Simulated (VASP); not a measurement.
## BN: single point with LDA

Crystal: BN.

```xyz
2
Lattice="2.4568 0.0000 0.0000 -1.2213 2.1318 0.0000 -0.6178 -1.0659 2.9608" Properties=species:S:1:pos:R:3 pbc="T T T"
N     0.6280   -0.3413    2.9164
B     1.2046    2.0947    0.0053
```

| Item | Value |
| --- | --- |
| Program | VASP 6.6.1 |
| Task | single point |
| Functional | LDA |
| Potentials or basis | VASP PAW LDA potentials, release 64 (N, B) |
| Cutoff | 520 eV |
| k mesh | 13 × 13 × 9 |
| Occupations | fermi-dirac, width 0.05 eV |
| Spin | no spin polarisation |

```json
{
 "Pressure": "14.6 GPa",
 "Largest force": "3.092 eV/Å",
 "Band gap on the k mesh": "2.59 eV (least direct gap 4.53 eV)"
}
```

Forces in eV/Å, atoms in the order of the input:
```
N   -1.899 -2.373  0.569
B    1.899  2.373 -0.569
```

Stress tensor (GPa, compression positive):
```
10.75 -7.37  0.66
-7.37 28.08  1.40
 0.66  1.40  4.95
```

Levels at points of the mesh, in eV from the valence-band top:
```
           k point  band 1  band 2  band 3  band 4  band 5  band 6  band 7  band 8  band 9
(0.00, 0.00, 0.00)  -18.62   -4.13   -2.56   -0.89    5.34   10.43   12.59   13.37   15.89
```

Wall time 2.4 min on 1 thread of Intel Xeon 8259CL, on a shared host, peak memory 0.22 GiB.

Caveat: the cell stands under pressure; an odd mesh through Γ misses points on the zone boundary, where band edges can lie; forces of over 1 eV/Å act on the atoms, so gaps and moduli don't describe the material at rest.
